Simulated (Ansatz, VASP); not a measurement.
## InAs in VASP and in Ansatz

```xyz
2
Lattice="0.0000 3.1998 3.1998 3.1998 0.0000 3.1998 3.1998 3.1998 0.0000" Properties=species:S:1:pos:R:3 pbc="T T T"
In    0.0000    0.0000    0.0000
As    4.7997    4.7997    4.7997
```

Alike in both runs: task single point; functional BLYP; k mesh 6 × 6 × 6; occupations gaussian, width 0.05 eV; no spin polarisation.

|  | VASP | Ansatz |
| --- | --- | --- |
| version | VASP 6.6.1 | Ansatz 0.2.0 |
| potentials or method | VASP PAW PBE potentials, release 64 (In_d, As), cutoff 520 eV | scalar-relativistic, plane waves, PAW |
| valence electrons in the cell | 18 | 28 |

```csv
,VASP,Ansatz,Ansatz less VASP
gap on the k mesh at the Fermi level (eV),none,none,-
pressure (GPa),-1.3,-1.4,-0.07
```

VASP's potentials were made for PBE, not for BLYP. A gap of «none» marks a metal or a gap that the smearing closes. VASP's potentials hold 18 valence electrons a cell and Ansatz's 28, so a difference there can come from the potentials and not from the codes.
